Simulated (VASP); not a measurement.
Write the native input for VASP 6.6.1 that does the following.

```yaml
Task: single point
Functional: PBE
Potentials_or_basis: VASP PAW PBE potentials, release 64 (Si, Mo_sv)
Cutoff: 520 eV
k_mesh: 10 × 10 × 10
Occupations: fermi-dirac, width 0.05 eV
Spin: no spin polarisation
Dipole_correction: no
Further_INCAR_settings: ALGO = Normal; EDIFF = 1e-07; NBANDS = 56
```

The structure of SiMo3 lies in POSCAR:

```
SiMo3
1.0
    4.8930000000      0.0000000000      0.0000000000
    0.0000000000      4.8930000000      0.0000000000
    0.0000000000      0.0000000000      4.8930000000
Si Mo
2 6
Direct
    0.0000000000      0.0000000000      0.0000000000
    0.5000000000      0.5000000000      0.5000000000
    0.2500000000      0.0000000000      0.5000000000
    0.5000000000      0.7500000000      0.0000000000
    0.7500000000      0.0000000000      0.5000000000
    0.5000000000      0.2500000000      0.0000000000
    0.0000000000      0.5000000000      0.7500000000
    0.0000000000      0.5000000000      0.2500000000
```

One way to write it, as run:

INCAR

```
ALGO = Normal
EDIFF = 1E-7
ENCUT = 520
GGA = PE
ISIF = 2
ISMEAR = -1
LASPH = T
LCHARG = T
LELF = T
LREAL = F
LVHAR = T
LWAVE = F
NBANDS = 56
NELM = 100
PREC = Accurate
SIGMA = 0.05
```

KPOINTS

```
k-points
0
Gamma
  10 10 10
```

Potentials or basis: VASP PAW PBE potentials, release 64 (Si, Mo_sv).

Run with:

```console
$ cat potpaw_PBE.64/Si/POTCAR potpaw_PBE.64/Mo_sv/POTCAR > POTCAR
$ mpirun -np 1 vasp_std > vasp.out
```

It gave:

The pressure is 2.5 GPa and the band gap on the k mesh is zero (band 46 reaches 13.97 eV, above the bottom of band 47 at 11.53 eV).

Wall time 3.3 min on 1 thread of Intel Xeon 6975P-C (shared host), peak memory 0.38 GiB.
